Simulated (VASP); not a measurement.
Ag5P3H3O12 (a cell with a defect), 23 atoms in the cell. The cell holds a defect, 23 atoms: a = 6.190 Å, b = 6.190 Å, c = 9.015 Å, α = 90.00°, β = 90.00°, γ = 120.00°. 

- Program: VASP 6.6.1
- Task: single point
- Functional: PBE
- Dispersion: D3(BJ)
- Potentials or basis: VASP PAW PBE potentials, release 64 (Ag, H, P, O)
- Cutoff: 520 eV
- k mesh: 2 × 2 × 1
- Occupations: fermi-dirac, width 0.05 eV
- Spin: no spin polarisation
- Dipole correction: no
- Further INCAR settings: LREAL = Auto; ALGO = Normal; EDIFF = 1e-06; NBANDS = 90

Potentials or basis: VASP PAW PBE potentials, release 64 (Ag, H, P, O).

The run is started by

```console
$ cat potpaw_PBE.64/Ag/POTCAR potpaw_PBE.64/H/POTCAR potpaw_PBE.64/P/POTCAR potpaw_PBE.64/O/POTCAR > POTCAR
$ mpirun -np 1 vasp_std > vasp.out
```

Hardware: 1 thread of Intel(R) Xeon(R) 6975P-C (Granite Rapids) (shared host).

Estimate the wall time of this run.

It took 2.2 min on 1 thread of Intel(R) Xeon(R) 6975P-C (Granite Rapids) (shared host), peak memory 0.42 GiB. Counts: scf iterations 19, k points 4.
